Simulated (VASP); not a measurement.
**Au3C: single point with PBE**

Au3C, a slab with vacuum:

```
Au C
1.0
     2.94020    0.00000    0.00000
    -1.47010    2.54629    0.00000
     0.00000    0.00000   21.89749
Au C
3 1
Direct
  0.66667 0.33333 0.18267
  0.33333 0.66667 0.29452
  0.00000 0.00000 0.40632
  0.77778 0.22222 0.47711
```

```json
{
  "Program": "VASP 6.6.1",
  "Task": "single point",
  "Functional": "PBE",
  "Potentials or basis": "VASP PAW PBE potentials, release 64 (Au, C)",
  "Cutoff": "520 eV",
  "k mesh": "9 × 9 × 1",
  "Occupations": "gaussian, width 0.1 eV",
  "Spin": "no spin polarisation",
  "Dipole correction": "yes",
  "Further INCAR settings": "ALGO = Normal; EDIFF = 1e-07; NBANDS = 26"
}
```

```
Largest force : 1.643 eV/Å
```

Forces in eV/Å, atoms in the order of the input:
```
Au  -0.009  0.005 -0.016
Au  -0.043  0.025  0.060
Au   1.345 -0.777 -0.536
C   -1.292  0.746  0.493
```

Levels at points of the mesh, in eV from the Fermi level:
| k point | band 15 | band 16 | band 17 | band 18 | band 19 | band 20 | band 21 | band 22 | band 23 | band 24 |
| --- | --- | --- | --- | --- | --- | --- | --- | --- | --- | --- |
| (0.00, 0.00, 0.00) | -2.75 | -2.71 | -1.99 | -1.98 | -1.45 | -0.03 | 2.39 | 2.41 | 4.69 | 5.65 |

It took 3.5 min on 1 thread of Intel(R) Xeon(R) Platinum 8259CL CPU @ 2.50GHz (Skylake/Cascade Lake) (shared host), peak memory 0.34 GiB.

Caveat: spin-orbit coupling is left out, which moves the levels of the heavy elements.
